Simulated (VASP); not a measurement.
Here is a VASP 6.6.1 calculation.

File INCAR:

```
SYSTEM = Al3N
PREC = Accurate
ENCUT = 600
EDIFF = 1E-6
ISMEAR = 0
SIGMA = 0.1
LREAL = .False.
LASPH = .True.
NELM = 120
ALGO = Normal
ISIF = 2
LWAVE = .False.
LCHARG = .False.
GGA = PE
NBANDS = 15
GGA_COMPAT = .False.
```

File KPOINTS:

```
regular mesh
0
Gamma
  6 6 4
  0 0 0
```

Contents of POSCAR:

```
Al3N
1.0
    3.0601783278      0.0000000000      0.0000000000
   -1.5300891639      2.6501921720      0.0000000000
    0.0000000000      0.0000000000      7.0279802826
Al N
3 1
Direct
    0.0000000000      0.0000000000      0.9984452663
    0.3333333333      0.6666666667      0.3675513208
    0.6666666667      0.3333333333      0.6641172400
    0.3333333333      0.6666666667      0.0968861729
```

Potentials or basis: VASP PAW PBE potentials, release 64 (Al, N).

Run with:

```sh
$ cat potpaw_PBE.64/Al/POTCAR potpaw_PBE.64/N/POTCAR > POTCAR
$ mpirun -np 1 vasp_std > vasp.out
```

Predict the largest force.

0.425 eV/Å.

What does it give for the band gap on the k mesh?

Zero (band 7 reaches 8.90 eV, above the bottom of band 8 at 6.68 eV).

Estimate the pressure.

0.4 GPa.

Stress tensor (GPa, compression positive):
```
-1.75  0.00  0.00
 0.00 -1.75  0.00
 0.00  0.00  4.66
```

Caveat: the k points lie up to 0.40 Å⁻¹ apart.
